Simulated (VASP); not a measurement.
# LaH3 (I4/mmm) in VASP: a series of runs, part 2 of 2

VASP 6.6.1. The steps go on from the part before.

### Step 3. Relaxation of shape and atoms at fixed volume, r2SCAN (10.59 Å³/atom)

This run uses another cell than the first one, of 10.59 Å³/atom.

POSCAR

```
LaH3
1.0
   -1.9461668103      1.9461668103      2.7970058160
    1.9461668103     -1.9461668103      2.7970058160
    1.9461668103      1.9461668103     -2.7970058160
H La
3 1
Direct
    0.7500000000      0.2500000000      0.5000000000
    0.2500000000      0.7500000000      0.5000000000
    0.5000000000      0.5000000000      0.0000000000
    0.0000000000      0.0000000000      0.0000000000
```

INCAR.step1

```
ALGO = Normal
EDIFF = 1E-4
ENCUT = 600
GGA = PE
ISMEAR = 0
LASPH = True
LCHARG = False
LREAL = False
LWAVE = True
NELM = 60
PREC = Accurate
SIGMA = 0.05
```

INCAR.step2

```
ALGO = Normal
EDIFF = 1E-6
EDIFFG = -0.01
ENCUT = 600
IBRION = 2
ISIF = 4
ISMEAR = 0
ISTART = 1
LASPH = True
LCHARG = False
LMIXTAU = True
LREAL = False
LWAVE = False
METAGGA = R2SCAN
NELM = 60
NSW = 60
PREC = Accurate
SIGMA = 0.05
```

KPOINTS

```
k-points
0
Gamma
  8 8 8
```

Potentials or basis: VASP PAW PBE potentials, release 64 (H, La).

Run with:

```bash
$ cat potpaw_PBE.64/H/POTCAR potpaw_PBE.64/La/POTCAR > POTCAR
$ cp INCAR.step1 INCAR
$ mpirun -np 1 vasp_std > vasp.out
$ cp INCAR.step2 INCAR
$ mpirun -np 1 vasp_std > vasp.out
```

OUTCAR:

```text
EDIFF = 1E-6
   EDIFFG = -0.01
   ENCUT = 600
   IBRION = 2
   ISIF = 4
   ISMEAR = 0
   ISTART = 1
   LASPH = True
   LREAL = False
   METAGGA = R2SCAN
   NELM = 60
   NSW = 60
   PREC = Accurate

 ion  position               nearest neighbor table
   1  0.750  0.250  0.500-
   2  0.250  0.750  0.500-
   3  0.500  0.500  0.000-
   4  0.000  0.000  0.000-

  LATTYP: Found a body centered tetragonal cell.
 ALAT       =     3.8923336206
 C/A-ratio  =     1.4371870906

  Lattice vectors:

 A1 = (  -1.9461668103,   1.9461668103,   2.7970058160)
 A2 = (   1.9461668103,  -1.9461668103,   2.7970058160)
 A3 = (   1.9461668103,   1.9461668103,  -2.7970058160)

Analysis of symmetry for initial positions (statically):
=====================================================================
 Subroutine PRICEL returns:
 Original cell was already a primitive cell.

 Routine SETGRP: Setting up the symmetry group for a
 body centered tetragonal supercell.

 Subroutine GETGRP returns: Found 16 space group operations
 (whereof 16 operations were pure point group operations)
 out of a pool of 16 trial point group operations.

The static configuration has the point symmetry D_4h.

Analysis of symmetry for dynamics (positions and initial velocities):
=====================================================================
 Subroutine PRICEL returns:
 Original cell was already a primitive cell.

 Routine SETGRP: Setting up the symmetry group for a
 body centered tetragonal supercell.

 Subroutine GETGRP returns: Found 16 space group operations
 (whereof 16 operations were pure point group operations)
 out of a pool of 16 trial point group operations.

The dynamic configuration has the point symmetry D_4h.

 Subroutine INISYM returns: Found 16 space group operations
 (whereof 16 operations are pure point group operations),
 and found     1 'primitive' translations

[... 128 lines left out ...]
   LRPA    =     F    only Hartree local field effects (RPA)
 conjugate gradient relaxation of ions
 non-spin polarized calculation
 Gauss-broadening in eV      SIGMA  =   0.05
  energy-cutoff  :      600.00
  volume of cell :       42.38
 maximum number of plane-waves:      1428
   NGX = 15   NGY = 15   NGZ = 15

 number of electron      14.0000001 magnetization

 Free energy of the ion-electron system (eV)
  ---------------------------------------------------
  ext. energy  EPLUGINS =         0.00000000
  ---------------------------------------------------
  free energy    TOTEN  =       -42.84665566 eV

  energy without entropy =      -42.84652438  energy(sigma->0) =      -42.84659002

 E-fermi :   8.2738     XC(G=0): -10.6019

 val. band max:        8.2571838116   @ k =   0.0000   0.0000   0.0000
 cond. band min:       8.3235434257   @ k =   0.5000   0.0000   0.0000
 fundamental gap:      0.0663596141
 Fermi energy:         8.2738109104

 k-point     1 :       0.0000    0.0000    0.0000
  band No.  band energies     occupation
      1     -26.5870      2.00000
      2      -9.3510      2.00000
      3      -9.3440      2.00000
      4      -9.3440      2.00000
      5      -0.4089      2.00000
      6       4.6244      2.00000
      7       8.2572      1.36185
      8       8.4641      0.00000
      9       8.5754      0.00000
     10       8.5754      0.00000
     11       9.5699      0.00000
[... 309 lines left out ...]
 k-point    24 :       0.3750    0.1250    0.1250
  band No.  band energies     occupation
      1     -26.4196      2.00000
      2     -10.4090      2.00000
      3      -9.8221      2.00000
      4      -9.5732      2.00000
      5       2.3922      2.00000
      6       3.2790      2.00000
      7       4.0776      2.00000
      8       8.9238      0.00000
      9       9.5452      0.00000
     10       9.7200      0.00000
     11       9.8070      0.00000

 [... further k-points ...]

------------------------ aborting loop because EDIFF is reached ----------------------------------------

  FORCE on cell =-STRESS in cart. coord.  units (eV):
  Direction    XX          YY          ZZ          XY          YZ          ZX
  --------------------------------------------------------------------------------------
  -------------------------------------------------------------------------------------
  Total        0.2967483      0.2967483      0.2612982      0.0000000     -0.0000000      0.0000000
  in kB       11.2198073     11.2198073      9.8794682      0.0000000     -0.0000000      0.0000000
  external PRESSURE =      10.7730276 kB  Pullay stress =       0.0000000 kB

 VOLUME and BASIS-vectors are now :
 -----------------------------------------------------------------------------
  energy-cutoff  :      600.00
  volume of cell :       42.38
      direct lattice vectors                 reciprocal lattice vectors
    -1.946166810  1.946166810  2.797005816     0.000000000  0.256915285  0.178762589
     1.946166810 -1.946166810  2.797005816     0.256915285  0.000000000  0.178762589
     1.946166810  1.946166810 -2.797005816     0.256915285  0.256915285  0.000000000

 POSITION                                       TOTAL-FORCE (eV/Angst)
 -----------------------------------------------------------------------------------
      0.00000      1.94617      1.39850         0.000000      0.000000      0.000000
      1.94617      0.00000      1.39850        -0.000000     -0.000000     -0.000000
      0.00000      0.00000      2.79701        -0.000000     -0.000000      0.000000
      0.00000      0.00000      0.00000        -0.000000     -0.000000      0.000000
 -----------------------------------------------------------------------------------
    total drift:                               -0.000000     -0.000000     -0.000000

  FREE ENERGIE OF THE ION-ELECTRON SYSTEM (eV)
  ---------------------------------------------------
  free  energy   TOTEN  =       -42.8466556609 eV

  energy  without entropy=      -42.8465243788  energy(sigma->0) =      -42.84659002

 reached required accuracy - stopping structural energy minimisation
```

OUTCAR.step1:

```text
EDIFF = 1E-4
   ENCUT = 600
   GGA = PE
   ISMEAR = 0
[... 565 lines left out ...]
      0.00000      1.94617      1.39850         0.000000     -0.000000      0.000000
      1.94617      0.00000      1.39850        -0.000000      0.000000     -0.000000
      0.00000      0.00000      2.79701         0.000000      0.000000      0.000000
      0.00000      0.00000      0.00000         0.000000      0.000000      0.000000
 -----------------------------------------------------------------------------------
    total drift:                                0.000000     -0.000000     -0.000000

  FREE ENERGIE OF THE ION-ELECTRON SYSTEM (eV)
  ---------------------------------------------------
  free  energy   TOTEN  =       -17.3363001879 eV

  energy  without entropy=      -17.3361244047  energy(sigma->0) =      -17.33621230
```

OSZICAR.step1:

```text
N       E                     dE             d eps       ncg     rms          rms(c)
DAV:   1     0.118494958999E+03    0.11849E+03   -0.56516E+03  1298   0.193E+03
DAV:   2    -0.117980265506E+02   -0.13029E+03   -0.12668E+03  2138   0.243E+02
DAV:   3    -0.176676030267E+02   -0.58696E+01   -0.58538E+01  1670   0.995E+01
DAV:   4    -0.180276609237E+02   -0.36006E+00   -0.35960E+00  2558   0.172E+01
DAV:   5    -0.180368407913E+02   -0.91799E-02   -0.91591E-02  2265   0.276E+00    0.560E+00
DAV:   6    -0.174505337449E+02    0.58631E+00   -0.10038E+00  2346   0.809E+00    0.275E+00
DAV:   7    -0.173329453341E+02    0.11759E+00   -0.57237E-01  2217   0.569E+00    0.711E-01
DAV:   8    -0.173363418592E+02   -0.33965E-02   -0.50572E-02  2405   0.295E+00    0.308E-01
DAV:   9    -0.173379260089E+02   -0.15841E-02   -0.24835E-02  2399   0.180E+00    0.210E-01
DAV:  10    -0.173363086123E+02    0.16174E-02   -0.75876E-03  2408   0.954E-01    0.331E-02
DAV:  11    -0.173363001879E+02    0.84244E-05   -0.46466E-04  2579   0.222E-01
   1 F= -.17336300E+02 E0= -.17336212E+02  d E =-.175783E-03
```

It took 7.4 min on 1 thread of Oxide Virtual Turin-like, shared host; peak memory 0.2 GiB.

What came out:

| Property | Result |
| --- | --- |
| Free energy | -42.8467 eV |
| Pressure after relaxing | 1.1 GPa |
| Band gap on the k mesh | 0.07 eV (least direct gap 0.21 eV) |

Final structure:
```cif
data_structure
_symmetry_space_group_name_H-M 'P 1'
_symmetry_Int_Tables_number 1
_cell_length_a 3.9241
_cell_length_b 3.9241
_cell_length_c 3.9241
_cell_angle_alpha 120.534
_cell_angle_beta 120.534
_cell_angle_gamma 89.077
_cell_volume 42.38
loop_
_atom_site_label
_atom_site_type_symbol
_atom_site_fract_x
_atom_site_fract_y
_atom_site_fract_z
_atom_site_occupancy
H1 H 0.75000 0.25000 0.50000 1
H2 H 0.25000 0.75000 0.50000 1
H3 H 0.50000 0.50000 0.00000 1
La1 La 0.00000 0.00000 0.00000 1
```

Caveat: the relaxation stopped at its first step, so nothing moved; the PAW data sets were made with another functional, which shifts forces and pressure a little; spin-orbit coupling is left out, which moves the levels of the heavy elements. A k mesh can miss the band edges.

### Step 4. Relaxation of shape and atoms at fixed volume, r2SCAN (10.81 Å³/atom)

This run uses another cell than the first one, of 10.81 Å³/atom.

POSCAR

```
LaH3
1.0
   -1.9593169849      1.9593169849      2.8159050772
    1.9593169849     -1.9593169849      2.8159050772
    1.9593169849      1.9593169849     -2.8159050772
H La
3 1
Direct
    0.7500000000      0.2500000000      0.5000000000
    0.2500000000      0.7500000000      0.5000000000
    0.5000000000      0.5000000000      0.0000000000
    0.0000000000      0.0000000000      0.0000000000
```

INCAR.step1

```
SYSTEM = LaH3
ALGO = Normal
EDIFF = 1E-4
ENCUT = 600
GGA = PE
ISMEAR = 0
LASPH = .True.
LCHARG = .False.
LREAL = .False.
LWAVE = .True.
NELM = 80
PREC = Accurate
SIGMA = 0.05
```

INCAR.step2

```
SYSTEM = LaH3
ALGO = Normal
EDIFF = 1E-6
EDIFFG = -0.01
ENCUT = 600
IBRION = 2
ISIF = 4
ISMEAR = 0
ISTART = 1
LASPH = .True.
LCHARG = .False.
LMIXTAU = .True.
LREAL = .False.
LWAVE = .False.
METAGGA = R2SCAN
NELM = 80
NSW = 60
PREC = Accurate
SIGMA = 0.05
```

KPOINTS

```
k-points
0
Gamma
  8 8 8
  0 0 0
```

Run with:

```bash
$ cat potpaw_PBE.64/H/POTCAR potpaw_PBE.64/La/POTCAR > POTCAR
$ cp INCAR.step1 INCAR
$ mpirun -np 1 vasp_std > vasp.out
$ cp INCAR.step2 INCAR
$ mpirun -np 1 vasp_std > vasp.out
```

It took 5.5 min on 1 thread of Oxide Virtual Turin-like, shared host; peak memory 0.19 GiB.

Results (log left out):

* Free energy: -42.8502 eV
* Pressure after relaxing: -0.3 GPa
* Band gap on the k mesh: 0.10 eV (least direct gap 0.24 eV)

Stress tensor (GPa, compression positive):
```
-0.29  0.00  0.00
 0.00 -0.29  0.00
 0.00  0.00 -0.42
```

Final structure:
```yaml
crystal:
  lattice:
    - [-1.95932, 1.95932, 2.81591]
    - [1.95932, -1.95932, 2.81591]
    - [1.95932, 1.95932, -2.81591]
  atoms:
    - { symbol: H, position: [0.75000, 0.25000, 0.50000] }
    - { symbol: H, position: [0.25000, 0.75000, 0.50000] }
    - { symbol: H, position: [0.50000, 0.50000, 0.00000] }
    - { symbol: La, position: [0.00000, 0.00000, 0.00000] }
```

Levels at points of the mesh, in eV from the valence-band top:
```tsv
k point	band 4	band 5	band 6	band 7	band 8	band 9	band 10	band 11
(0.00, 0.00, 0.00)	-17.64	-8.57	-3.56	0.00	0.24	0.35	0.35	1.30
(0.50, 0.00, 0.00)	-17.76	-6.56	-4.60	-2.61	0.10	0.24	1.43	1.43
(0.50, 0.50, 0.00)	-17.98	-6.21	-5.85	-3.63	1.40	1.43	1.54	1.74
(0.50, 0.50, 0.50)	-17.97	-6.12	-5.84	-3.71	1.42	1.42	1.56	1.73
```

Caveat: the relaxation stopped at its first step, so nothing moved; the PAW data sets were made with another functional, which shifts forces and pressure a little; spin-orbit coupling is left out, which moves the levels of the heavy elements. A k mesh can miss the band edges.

### Step 5. Relaxation of shape and atoms at fixed volume, r2SCAN (11.03 Å³/atom)

This run uses another cell than the first one, of 11.03 Å³/atom.

POSCAR

```
LaH3
1.0
   -1.9722929722      1.9722929722      2.8345539987
    1.9722929722     -1.9722929722      2.8345539987
    1.9722929722      1.9722929722     -2.8345539987
H La
3 1
Direct
    0.7500000000      0.2500000000      0.5000000000
    0.2500000000      0.7500000000      0.5000000000
    0.5000000000      0.5000000000      0.0000000000
    0.0000000000      0.0000000000      0.0000000000
```

INCAR.step1

```
SYSTEM = LaH3
PREC = Accurate
ENCUT = 600
ISMEAR = 0
SIGMA = 0.05
LREAL = .False.
LASPH = .True.
NELM = 60
GGA = PE
ALGO = Normal
EDIFF = 1E-4
LWAVE = .True.
LCHARG = .False.
```

INCAR.step2

```
SYSTEM = LaH3
PREC = Accurate
ENCUT = 600
EDIFF = 1E-6
ISMEAR = 0
SIGMA = 0.05
LREAL = .False.
LASPH = .True.
NELM = 60
ALGO = Normal
ISIF = 4
LWAVE = .False.
LCHARG = .False.
METAGGA = R2SCAN
LMIXTAU = .True.
IBRION = 2
NSW = 60
EDIFFG = -0.01
ISTART = 1
```

KPOINTS

```
Automatic mesh
0
Gamma
  8 8 8
  0 0 0
```

Potentials or basis: VASP PAW PBE potentials, release 64 (H, La).

Run with:

```bash
$ cat potpaw_PBE.64/H/POTCAR potpaw_PBE.64/La/POTCAR > POTCAR
$ cp INCAR.step1 INCAR
$ mpirun -np 1 vasp_std > vasp.out
$ cp INCAR.step2 INCAR
$ mpirun -np 1 vasp_std > vasp.out
```

OUTCAR:

```text
SYSTEM = LaH3
   PREC = Accurate
   ENCUT = 600
   EDIFF = 1E-6
   ISMEAR = 0
   LREAL = .False.
   LASPH = .True.
   NELM = 60
   ISIF = 4
   METAGGA = R2SCAN
   IBRION = 2
   NSW = 60
   EDIFFG = -0.01
   ISTART = 1

 ion  position               nearest neighbor table
   1  0.750  0.250  0.500-
   2  0.250  0.750  0.500-
   3  0.500  0.500  0.000-
   4  0.000  0.000  0.000-

  LATTYP: Found a body centered tetragonal cell.
[... 536 lines left out ...]
  Direction    XX          YY          ZZ          XY          YZ          ZX
  --------------------------------------------------------------------------------------
  -------------------------------------------------------------------------------------
  Total       -0.4648664     -0.4648664     -0.4987735      0.0000000      0.0000000      0.0000000
  in kB      -16.8869476    -16.8869476    -18.1186735      0.0000000      0.0000000      0.0000000
  external PRESSURE =     -17.2975229 kB  Pullay stress =       0.0000000 kB

 VOLUME and BASIS-vectors are now :
 -----------------------------------------------------------------------------
  energy-cutoff  :      600.00
  volume of cell :       44.10
      direct lattice vectors                 reciprocal lattice vectors
    -1.972292972  1.972292972  2.834553999     0.000000000  0.253512032  0.176394593
     1.972292972 -1.972292972  2.834553999     0.253512032  0.000000000  0.176394593
     1.972292972  1.972292972 -2.834553999     0.253512032  0.253512032  0.000000000

 POSITION                                       TOTAL-FORCE (eV/Angst)
 -----------------------------------------------------------------------------------
      0.00000      1.97229      1.41728         0.000000      0.000000      0.000000
      1.97229      0.00000      1.41728         0.000000     -0.000000     -0.000000
      0.00000      0.00000      2.83455        -0.000000     -0.000000     -0.000000
      0.00000      0.00000      0.00000        -0.000000     -0.000000     -0.000000
 -----------------------------------------------------------------------------------
    total drift:                               -0.000000     -0.000000     -0.000000

  FREE ENERGIE OF THE ION-ELECTRON SYSTEM (eV)
  ---------------------------------------------------
  free  energy   TOTEN  =       -42.8453641926 eV

  energy  without entropy=      -42.8453311984  energy(sigma->0) =      -42.84534770

 reached required accuracy - stopping structural energy minimisation
```

OUTCAR.step1:

```text
SYSTEM = LaH3
   PREC = Accurate
   ENCUT = 600
   ISMEAR = 0
   LREAL = .False.
   LASPH = .True.
   NELM = 60
[... 564 lines left out ...]
      1.97229      0.00000      1.41728        -0.000000      0.000000      0.000000
      0.00000      0.00000      2.83455         0.000000      0.000000     -0.000000
      0.00000      0.00000      0.00000         0.000000      0.000000     -0.000000
 -----------------------------------------------------------------------------------
    total drift:                                0.000000     -0.000000     -0.000000

  FREE ENERGIE OF THE ION-ELECTRON SYSTEM (eV)
  ---------------------------------------------------
  free  energy   TOTEN  =       -17.3340385382 eV

  energy  without entropy=      -17.3338624832  energy(sigma->0) =      -17.33395051
```

OSZICAR.step1:

```text
N       E                     dE             d eps       ncg     rms          rms(c)
DAV:   1     0.118717925914E+03    0.11872E+03   -0.55556E+03  1298   0.192E+03
DAV:   2    -0.115098143202E+02   -0.13023E+03   -0.12727E+03  2082   0.242E+02
DAV:   3    -0.176376840006E+02   -0.61279E+01   -0.61100E+01  1691   0.971E+01
DAV:   4    -0.180237557878E+02   -0.38607E+00   -0.38541E+00  2548   0.178E+01
DAV:   5    -0.180344307036E+02   -0.10675E-01   -0.10664E-01  2345   0.287E+00    0.546E+00
DAV:   6    -0.174443849383E+02    0.59005E+00   -0.10460E+00  2388   0.807E+00    0.265E+00
DAV:   7    -0.173307417163E+02    0.11364E+00   -0.56675E-01  2222   0.554E+00    0.706E-01
DAV:   8    -0.173342503264E+02   -0.35086E-02   -0.52916E-02  2469   0.296E+00    0.311E-01
DAV:   9    -0.173358157784E+02   -0.15655E-02   -0.28377E-02  2436   0.185E+00    0.220E-01
DAV:  10    -0.173340434567E+02    0.17723E-02   -0.87837E-03  2458   0.100E+00    0.321E-02
DAV:  11    -0.173340385382E+02    0.49185E-05   -0.43139E-04  2585   0.210E-01
   1 F= -.17334039E+02 E0= -.17333951E+02  d E =-.176055E-03
```

It took 4 min on 1 thread of Oxide Virtual Turin-like, shared host; peak memory 0.19 GiB.

What came out:

- Free energy: -42.8454 eV
- Pressure after relaxing: -1.7 GPa
- Band gap on the k mesh: 0.14 eV (least direct gap 0.26 eV)

Stress tensor (GPa, compression positive):
```
-1.69  0.00  0.00
 0.00 -1.69  0.00
 0.00  0.00 -1.81
```

Final structure:
```xyz
4
Lattice="-1.9723 1.9723 2.8346 1.9723 -1.9723 2.8346 1.9723 1.9723 -2.8346" Properties=species:S:1:pos:R:3 pbc="T T T"
H     0.0000    1.9723    1.4173
H     1.9723    0.0000    1.4173
H     0.0000    0.0000    2.8346
La    0.0000    0.0000    0.0000
```

Levels at points of the mesh, in eV from the valence-band top:
```csv
k point,band 4,band 5,band 6,band 7,band 8,band 9,band 10,band 11
"(0.00, 0.00, 0.00)",-17.69,-8.48,-3.49,0.00,0.26,0.37,0.37,1.26
"(0.50, 0.00, 0.00)",-17.80,-6.47,-4.60,-2.56,0.14,0.27,1.39,1.39
"(0.50, 0.50, 0.00)",-18.01,-6.10,-5.74,-3.66,1.36,1.39,1.50,1.68
"(0.50, 0.50, 0.50)",-18.00,-6.01,-5.73,-3.74,1.38,1.38,1.52,1.66
```

Caveat: the relaxation stopped at its first step, so nothing moved; the PAW data sets were made with another functional, which shifts forces and pressure a little; spin-orbit coupling is left out, which moves the levels of the heavy elements. A k mesh can miss the band edges.

### Step 6. Summary

```tsv
cell	gap on the mesh (eV)	pressure (GPa)
relaxed from a = 3.897 Å, angles 120.5, 120.5, 89.1°, 4 atoms	-	3.3
relaxed from a = 3.924 Å, angles 120.5, 120.5, 89.1°, 4 atoms	0.07	1.1
relaxed from a = 3.951 Å, angles 120.5, 120.5, 89.1°, 4 atoms	0.10	-0.3
relaxed from a = 3.977 Å, angles 120.5, 120.5, 89.1°, 4 atoms	0.14	-1.7
```

Alike in all rows: task relaxation of shape and atoms at fixed volume; level r2SCAN; potentials or basis VASP PAW PBE potentials, release 64 (H, La); no spin polarisation; k mesh 8 × 8 × 8; cutoff (eV) 600; smearing gaussian 0.05 eV.

Caveats: the relaxation stopped at its first step, so nothing moved; the PAW data sets were made with another functional, which shifts forces and pressure a little; spin-orbit coupling is left out, which moves the levels of the heavy elements.

Absolute energies hang on the potentials; compare differences alone.
